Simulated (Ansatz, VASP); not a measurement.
## One calculation of HfO2, two programs

```
Hf O
1.0
     0.00000    2.54863    2.54863
     2.54863    0.00000    2.54863
     2.54863    2.54863    0.00000
Hf O
1 2
Cartesian
  0.0000 0.0000 0.0000
  1.2743 1.2743 1.2743
  3.8229 3.8229 3.8229
```

Alike in both runs: functional PBE; k mesh 8 × 8 × 8; no spin polarisation.

Ansatz relaxed the structure, and its values are those at the end. VASP's run is a single point on that final structure, the one shown.

|  | VASP | Ansatz |
| --- | --- | --- |
| version | VASP 6.6.1 | Ansatz 0.2.0 |
| potentials or method | VASP PAW PBE potentials, release 64 (Hf_pv, O), cutoff 520 eV | plane waves, PAW |
| occupations | gaussian, width 0.01 eV | fixed |
| valence electrons in the cell | 22 | 38 |

```csv
,VASP,Ansatz,Ansatz less VASP
pressure (GPa),-3.6,0.0,+3.57
```

VASP's potentials hold 22 valence electrons a cell and Ansatz's 38, so a difference there can come from the potentials and not from the codes.

Neither program's run includes spin-orbit coupling.
